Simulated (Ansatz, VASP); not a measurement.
**One calculation of AlGaN2, two programs**

```
Al Ga N
1.0
     3.11529    0.00000    0.00000
     0.00000    3.11529    0.00000
     0.00000    0.00000    8.76866
Al Ga N
2 2 4
Cartesian
  1.5576 1.5576 2.1922
  1.5576 1.5576 6.5765
  0.0000 0.0000 0.0084
  0.0000 0.0000 4.3760
  1.5576 0.0000 3.2821
  1.5576 0.0000 7.5915
  0.0000 1.5576 1.1022
  0.0000 1.5576 5.5615
```

Change from the starting cell: mode 23 (735.8 1/cm) frozen in, largest displacement +0.037 Å.

Alike in both runs: task single point; functional LDA; k mesh 8 × 8 × 4; occupations gaussian, width 0.05 eV; no spin polarisation.

```csv
,VASP,Ansatz
version,VASP 6.6.1,Ansatz 0.2.0
potentials or method,"VASP PAW LDA potentials, release 64 (Al, Ga_d, N), cutoff 520 eV","scalar-relativistic, plane waves, PAW"
valence electrons in the cell,52,52
```

Ansatz gave:

- gap on the k mesh at the Fermi level (eV): 2.96
- least direct gap on the mesh (eV): 2.96
- pressure (GPa): 0.3
- traceless stress, the component that is largest in VASP (GPa): -0.35
- rms of the force components (eV/Å): 0.541

What did VASP give for the same quantities?

gap on the k mesh at the Fermi level (eV): 2.97; least direct gap on the mesh (eV): 2.97; pressure (GPa): 1.1; traceless stress, the component that is largest in VASP (GPa): -0.34; rms of the force components (eV/Å): 0.547.

LDA's correlation is that of Perdew and Zunger in VASP and of Perdew and Wang (1992) in Ansatz. Atom by atom the forces differ by 0.014 eV/Å (rms over components).
